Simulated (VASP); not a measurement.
# InAs (zincblende type) (F-43m) in VASP: density of states with LDA

Aim: the density of states of InAs (zincblende type) with LDA.

Program: VASP 6.6.1. These are calculated values, not measurements. Logs are shortened: lines on timing, memory, paths and dates and some standing lists are left out, and cuts for length are marked.

## Step 1: The cell of the first run

The structure is cubic, space group F-43m (No. 216). Conventional cell: a = 6.027 Å, b = 6.027 Å, c = 6.027 Å, α = 90.00°, β = 90.00°, γ = 90.00°. In (site symmetry -43m) has 4 As at 2.61 Å within 3.4 Å. As (site symmetry -43m) has 4 In at 2.61 Å within 3.4 Å.

## Step 2: Density of states, LDA

POSCAR

```
InAs
1.0
    0.0000000000      3.0134416479      3.0134416479
    3.0134416479      0.0000000000      3.0134416479
    3.0134416479      3.0134416479      0.0000000000
In As
1 1
Direct
    0.0000000000      0.0000000000      0.0000000000
    0.2500000000      0.2500000000      0.2500000000
```

INCAR.step1

```
  ALGO = Normal
  EDIFF = 1E-6
  ENCUT = 520
  ISIF = 2
  ISMEAR = -1
  LASPH = True
  LCHARG = True
  LREAL = False
  LWAVE = False
  NBANDS = 16
  NELM = 80
  PREC = Accurate
  SIGMA = 0.08
```

KPOINTS.step1

```
k-points
0
Gamma
  11 11 11
```

INCAR.step2

```
  ALGO = Normal
  EDIFF = 1E-6
  ENCUT = 520
  ICHARG = 11
  ISIF = 2
  ISMEAR = -5
  LASPH = True
  LCHARG = False
  LORBIT = 11
  LREAL = False
  LWAVE = False
  NBANDS = 16
  NEDOS = 1001
  NELM = 80
  PREC = Accurate
  SIGMA = 0.08
```

KPOINTS.step2

```
k-points
0
Gamma
  17 17 17
```

Potentials or basis: VASP PAW LDA potentials, release 64 (In_d, As).

On the command line:

```
> cat potpaw_LDA.64/In_d/POTCAR potpaw_LDA.64/As/POTCAR > POTCAR
> cp INCAR.step1 INCAR
> cp KPOINTS.step1 KPOINTS
> mpirun -np 1 vasp_std > vasp.out
> cp INCAR.step2 INCAR
> cp KPOINTS.step2 KPOINTS
> mpirun -np 1 vasp_std > vasp.out
```

OUTCAR:

```text
EDIFF = 1E-6
   ENCUT = 520
   ICHARG = 11
   ISIF = 2
   ISMEAR = -5
   LASPH = True
   LORBIT = 11
   LREAL = False
   NELM = 80
   PREC = Accurate

 ion  position               nearest neighbor table
   1  0.000  0.000  0.000-   2 2.61   2 2.61   2 2.61   2 2.61
   2  0.250  0.250  0.250-   1 2.61   1 2.61   1 2.61   1 2.61

  LATTYP: Found a face centered cubic cell.
 ALAT       =     6.0268832958

  Lattice vectors:

 A1 = (   0.0000000000,   3.0134416479,   3.0134416479)
 A2 = (   3.0134416479,   0.0000000000,   3.0134416479)
 A3 = (   3.0134416479,   3.0134416479,   0.0000000000)

Analysis of symmetry for initial positions (statically):
=====================================================================
 Subroutine PRICEL returns:
 Original cell was already a primitive cell.

 Routine SETGRP: Setting up the symmetry group for a
 face centered cubic supercell.

 Subroutine GETGRP returns: Found 24 space group operations
 (whereof 24 operations were pure point group operations)
 out of a pool of 48 trial point group operations.

The static configuration has the point symmetry T_d .

Analysis of symmetry for dynamics (positions and initial velocities):
=====================================================================
 Subroutine PRICEL returns:
 Original cell was already a primitive cell.

 Routine SETGRP: Setting up the symmetry group for a
 face centered cubic supercell.

 Subroutine GETGRP returns: Found 24 space group operations
 (whereof 24 operations were pure point group operations)
 out of a pool of 48 trial point group operations.

The dynamic configuration has the point symmetry T_d .

 Subroutine INISYM returns: Found 24 space group operations
 (whereof 24 operations are pure point group operations),
 and found     1 'primitive' translations

----------------------------------------------------------------------------------------

                                     Primitive cell

  volume of cell :      54.7291

  direct lattice vectors                    reciprocal lattice vectors
     0.000000000  3.013441648  3.013441648    -0.165923239  0.165923239  0.165923239
     3.013441648  0.000000000  3.013441648     0.165923239 -0.165923239  0.165923239
     3.013441648  3.013441648  0.000000000     0.165923239  0.165923239 -0.165923239

  length of vectors
     4.261650048  4.261650048  4.261650048     0.287387481  0.287387481  0.287387481

  position of ions in fractional coordinates (direct lattice)
     0.000000000  0.000000000  0.000000000
     0.250000000  0.250000000  0.250000000

  ion indices of the primitive-cell ions
   primitive index   ion index
                 1           1
                 2           2

----------------------------------------------------------------------------------------

 KPOINTS: k-points

Automatic generation of k-mesh.
 Grid dimensions read from file:
 generate k-points for:   17   17   17

 Generating k-lattice:

  Cartesian coordinates                     Fractional coordinates (reciprocal lattice)
    -0.009760191  0.009760191  0.009760191     0.058823529  0.000000000  0.000000000
     0.009760191 -0.009760191  0.009760191     0.000000000  0.058823529  0.000000000
     0.009760191  0.009760191 -0.009760191     0.000000000  0.000000000  0.058823529

  Length of vectors
     0.016905146  0.016905146  0.016905146

  Shift w.r.t. Gamma in fractional coordinates (k-lattice)
     0.000000000  0.000000000  0.000000000

 TETIRR: Found    693 inequivalent tetrahedra from    29478

 Subroutine IBZKPT returns following result:
 ===========================================

 Found    165 irreducible k-points:

 Following reciprocal coordinates:
            Coordinates               Weight
  0.000000  0.000000  0.000000      1.000000
  0.058824  0.000000  0.000000      8.000000
  0.117647  0.000000  0.000000      8.000000
  0.176471  0.000000  0.000000      8.000000
  0.235294  0.000000  0.000000      8.000000
  0.294118  0.000000  0.000000      8.000000
[... 16 lines left out ...]
 -0.176471  0.058824  0.000000     24.000000
 -0.117647  0.058824  0.000000     24.000000
 [... further k-points ...]
   k-points           NKPTS =    165   k-points in BZ     NKDIM =    165   number of bands    NBANDS=     16
   number of dos      NEDOS =   1001   number of ions     NIONS =      2
   total plane-waves  NPLWV =  32768
   dimension x,y,z NGX =    32 NGY =   32 NGZ =   32
   dimension x,y,z NGXF=    64 NGYF=   64 NGZF=   64
   ions per type =               1   1
   NGX,Y,Z   is equivalent  to a cutoff of  12.48, 12.48, 12.48 a.u.
   NGXF,Y,Z  is equivalent  to a cutoff of  24.97, 24.97, 24.97 a.u.
 SYSTEM =  unknown system
   PREC   = accura    normal or accurate (medium, high low for compatibility)
   ISTART =      0    job   : 0-new  1-cont  2-samecut
   ICHARG =     11    charge: 1-file 2-atom 10-const
   ISPIN  =      1    spin polarized calculation?
   LNONCOLLINEAR =      F non collinear calculations
   LSORBIT =      F    spin-orbit coupling
   LASPH  =      T    aspherical Exc in radial PAW
   ENCUT  =  520.0 eV  38.22 Ry    6.18 a.u.   7.92  7.92  7.92*2*pi/ulx,y,z
   NELM   =     80;   NELMIN=  2; NELMDL=  0     # of ELM steps
   EDIFF  = 0.1E-05   stopping-criterion for ELM
   LREAL  =      F    real-space projection
   EDIFFG = 0.1E-04   stopping-criterion for IOM
   NSW    =      0    number of steps for IOM
   IBRION =     -1    ionic relax: 0-MD 1-quasi-New 2-CG
   NFREE  =      0    steps in history (QN), initial steepest desc. (CG)
   ISIF   =      2    stress and relaxation
   ISYM   =      2    0-nonsym 1-usesym 2-fastsym
   POTIM  = 0.5000    time-step for ionic-motion
   TEBEG  =    0.0;   TEEND  =   0.0 temperature during run
   PSTRESS=    0.0 pullay stress
   NELECT =      18.0000    total number of electrons
   NUPDOWN=      -1.0000    fix difference up-down
   EMIN   =  10.00;   EMAX   =-10.00  energy-range for DOS
   EFERMI =   0.00;   METHOD = LEGACY
   ISMEAR =    -5;   SIGMA  =   0.08  broadening in eV -4-tet -1-fermi 0-gaus
   EFERMI_NEDOS =   21; number of points for ismear=-14 and -15
   IALGO  =     38    algorithm
   IMIX   =      4    mixing-type and parameters
     AMIX     =   0.40;   BMIX     =  1.00
     AMIX_MAG =   1.60;   BMIX_MAG =  1.00
  volume/ion in A,a.u.               =      27.36       184.67
  Fermi-wavevector in a.u.,A,eV,Ry     =   1.130038  2.135461 17.374434  1.276985
  Thomas-Fermi vector in A             =   2.266733
   LORBIT       =     11    0 simple, 1 ext, 2 COOP (PROOUT), +10 PAW based schemes
   GGA     = CA    functional components
   LHFCALC =     F    Hartree Fock is set to
   AEXX    =    0.0000 exact exchange contribution
   IVDW    =     0    specifies the selected vdW correction
   LEPSILON=     F    determine dielectric tensor
   LRPA    =     F    only Hartree local field effects (RPA)
 non-spin polarized calculation
 Fermi weights with tetrahedron method with Bloechl corrections
  energy-cutoff  :      520.00
  volume of cell :       54.73
 maximum number of plane-waves:      1485

 number of electron      17.9999992 magnetization

 Free energy of the ion-electron system (eV)
  ---------------------------------------------------
  ext. energy  EPLUGINS =         0.00000000
  ---------------------------------------------------
  free energy    TOTEN  =        -9.03124868 eV

  energy without entropy =       -9.03124868  energy(sigma->0) =       -9.03124868

 E-fermi :   4.4409     XC(G=0):  -9.4552

 val. band max:        4.4394564055   @ k =   0.0000   0.0000   0.0000
 cond. band min:       4.4394566247   @ k =   0.0000   0.0000   0.0000
 fundamental gap:      0.0000002193
 Fermi energy:         4.4408689198

 k-point     1 :       0.0000    0.0000    0.0000
  band No.  band energies     occupation
      1      -9.9384      2.00000
      2      -9.9384      2.00000
      3      -9.9384      2.00000
      4      -9.8031      2.00000
      5      -9.8031      2.00000
      6      -7.5392      2.00000
[... 8 lines left out ...]
     15      14.1846      0.00000
     16      14.1846      0.00000

 k-point     2 :       0.0588    0.0000    0.0000
  band No.  band energies     occupation
      1      -9.9435      2.00000
      2      -9.9369      2.00000
      3      -9.9369      2.00000
      4      -9.8032      2.00000
      5      -9.8032      2.00000
      6      -7.5019      2.00000
[... 8 lines left out ...]
     15      13.7598      0.00000
     16      13.7598      0.00000

 k-point     3 :       0.1176    0.0000    0.0000
  band No.  band energies     occupation
      1      -9.9580      2.00000
      2      -9.9328      2.00000
      3      -9.9328      2.00000
      4      -9.8033      2.00000
      5      -9.8033      2.00000
      6      -7.3920      2.00000
[... 8 lines left out ...]
     15      13.2831      0.00000
     16      13.2831      0.00000

 k-point     4 :       0.1765    0.0000    0.0000
  band No.  band energies     occupation
      1      -9.9791      2.00000
      2      -9.9270      2.00000
      3      -9.9270      2.00000
      4      -9.8031      2.00000
      5      -9.8031      2.00000
      6      -7.2159      2.00000
[... 8 lines left out ...]
     15      12.9913      0.00000
     16      12.9913      0.00000
[... 324 lines left out ...]
 k-point    22 :      -0.2353    0.0588    0.0000
  band No.  band energies     occupation
      1     -10.0148      2.00000
      2      -9.9185      2.00000
      3      -9.9152      2.00000
      4      -9.8047      2.00000
      5      -9.7996      2.00000
      6      -6.8690      2.00000
[... 8 lines left out ...]
     15      12.7372      0.00000
     16      13.6280      0.00000

 k-point    23 :      -0.1765    0.0588    0.0000
  band No.  band energies     occupation
      1      -9.9912      2.00000
      2      -9.9251      2.00000
      3      -9.9213      2.00000
      4      -9.8053      2.00000
      5      -9.8009      2.00000
      6      -7.1138      2.00000
[... 8 lines left out ...]
     15      12.8335      0.00000
     16      13.5074      0.00000

 k-point    24 :      -0.1176    0.0588    0.0000
  band No.  band energies     occupation
      1      -9.9693      2.00000
      2      -9.9311      2.00000
      3      -9.9275      2.00000
      4      -9.8050      2.00000
      5      -9.8017      2.00000
      6      -7.3085      2.00000
[... 8 lines left out ...]
     15      12.8424      0.00000
     16      13.2925      0.00000

 [... further k-points ...]
[... 5 lines left out ...]
  --------------------------------------------------------------------------------------
  -------------------------------------------------------------------------------------
  Total        0.0493515      0.0493515      0.0493515      0.0000000      0.0000000      0.0000000
  in kB        1.4447507      1.4447507      1.4447507      0.0000000      0.0000000      0.0000000
  external PRESSURE =       1.4447507 kB  Pullay stress =       0.0000000 kB

 VOLUME and BASIS-vectors are now :
 -----------------------------------------------------------------------------
  energy-cutoff  :      520.00
  volume of cell :       54.73
      direct lattice vectors                 reciprocal lattice vectors
     0.000000000  3.013441648  3.013441648    -0.165923239  0.165923239  0.165923239
     3.013441648  0.000000000  3.013441648     0.165923239 -0.165923239  0.165923239
     3.013441648  3.013441648  0.000000000     0.165923239  0.165923239 -0.165923239

 POSITION                                       TOTAL-FORCE (eV/Angst)
 -----------------------------------------------------------------------------------
      0.00000      0.00000      0.00000         0.000000      0.000000     -0.000000
      1.50672      1.50672      1.50672        -0.000000     -0.000000      0.000000
 -----------------------------------------------------------------------------------
    total drift:                               -0.000000     -0.000000     -0.000000

  FREE ENERGIE OF THE ION-ELECTRON SYSTEM (eV)
  ---------------------------------------------------
  free  energy   TOTEN  =        -9.0312486762 eV

  energy  without entropy=       -9.0312486762  energy(sigma->0) =       -9.03124868

 total charge

# of ion       s       p       d       tot
------------------------------------------
    1        0.865   0.754   9.887  11.505
    2        1.229   1.570   0.023   2.821
--------------------------------------------------
tot          2.093   2.324   9.909  14.326
```

Wall time 3.3 min (1 thread of AMD EPYC 7R13, shared host); peak memory 0.23 GiB.

Results:

| Quantity | Value |
| --- | --- |
| Valence electrons inside the program's atomic spheres | In 11.51; As 2.82 |

Levels at points of the mesh, in eV from the Fermi level:
```tsv
k point	band 7	band 8	band 9	band 10	band 11	band 12
(0.00, 0.00, 0.00)	-0.34	0.00	0.00	0.00	3.83	3.83
```

Caveat: spin-orbit coupling is left out, which moves the levels of the heavy elements; tetrahedron occupations give inexact forces and stress in metals.
